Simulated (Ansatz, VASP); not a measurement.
## C in VASP and in Ansatz

```
CELL_PARAMETERS angstrom
-2.45766 0.00000 0.00000
0.00000 0.00000 -3.52948
0.00000 -4.25679 0.00000
ATOMIC_POSITIONS crystal
C 0.50000 0.00000 0.17724
C 0.00000 0.00000 0.65610
C 0.00000 0.00000 0.32276
C 0.50000 0.00000 0.84390
```

Change from the starting cell: mode 8 frozen in at -0.045 Å and mode 12 at +0.000 Å (largest displacements).

Alike in both runs: task single point; functional PBEsol; dispersion D3(BJ); k mesh 18 × 12 × 10; occupations gaussian, width 0.15 eV; no spin polarisation.

```csv
,VASP,Ansatz
version,VASP 6.6.1,Ansatz 0.2.0
potentials or method,"VASP PAW PBE potentials, release 64 (C), cutoff 600 eV","scalar-relativistic, plane waves, PAW"
valence electrons in the cell,16,16
```

```tsv
	VASP	Ansatz	Ansatz less VASP
gap on the k mesh at the Fermi level (eV)	none	none	-
pressure (GPa)	1.7	1.4	-0.28
traceless stress, the component that is largest in VASP (GPa)	3.41	3.14	-0.268
rms of the force components (eV/Å)	2.055	2.057	+0.0018
```

VASP's potentials were made for PBE, not for PBEsol, and Ansatz warns of the same on its side. Atom by atom the forces differ by 0.004 eV/Å (rms over components). A gap of «none» marks a metal or a gap that the smearing closes.
